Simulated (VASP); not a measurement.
Write the native input for VASP 6.6.1 that does the following.

* Task: single point
* Functional: LDA
* Potentials or basis: VASP PAW LDA potentials, release 64 (B, N)
* Cutoff: 520 eV
* k mesh: 8 × 8 × 6, shifted
* Occupations: gaussian, width 0.01 eV
* Spin: no spin polarisation
* Dipole correction: no
* Further INCAR settings: ALGO = Normal; EDIFF = 1e-06; NBANDS = 11

The structure of BN lies in POSCAR:

```
BN
1.0
    2.5080410000      0.0000000000      0.0000000000
   -1.2467110000      2.1762310000      0.0000000000
   -0.6306650000     -1.0881160000      3.0225400000
B N
1 1
Direct
    0.9796430000      0.9834990000      0.0018060000
    0.6685060000      0.3323850000      0.9849990000
```

One way to write it, as run:

INCAR

```
PREC = Accurate
ENCUT = 520
EDIFF = 1E-6
ISMEAR = 0
SIGMA = 0.01
LREAL = False
LASPH = True
NELM = 60
ALGO = Normal
ISIF = 2
LWAVE = False
LCHARG = False
NBANDS = 11
```

KPOINTS

```
Automatic mesh
0
Gamma
  8 8 6
  0.5 0.5 0.5
```

Potentials or basis: VASP PAW LDA potentials, release 64 (B, N).

Command:

```bash
$ cat potpaw_LDA.64/B/POTCAR potpaw_LDA.64/N/POTCAR > POTCAR
$ mpirun -np 1 vasp_std > vasp.out
```

It gave:

```yaml
Pressure: -3.5 GPa
Largest_force: 2.698 eV/Å
Band_gap_on_the_k_mesh: 2.86 eV, indirect (least direct gap 4.37 eV)
```

Caveat: forces of over 1 eV/Å act on the atoms, so gaps and moduli don't describe the material at rest.

It took 16 s on 1 thread of Intel(R) Xeon(R) Platinum 8259CL CPU @ 2.50GHz (Skylake/Cascade Lake), on a shared host, peak memory 0.14 GiB.
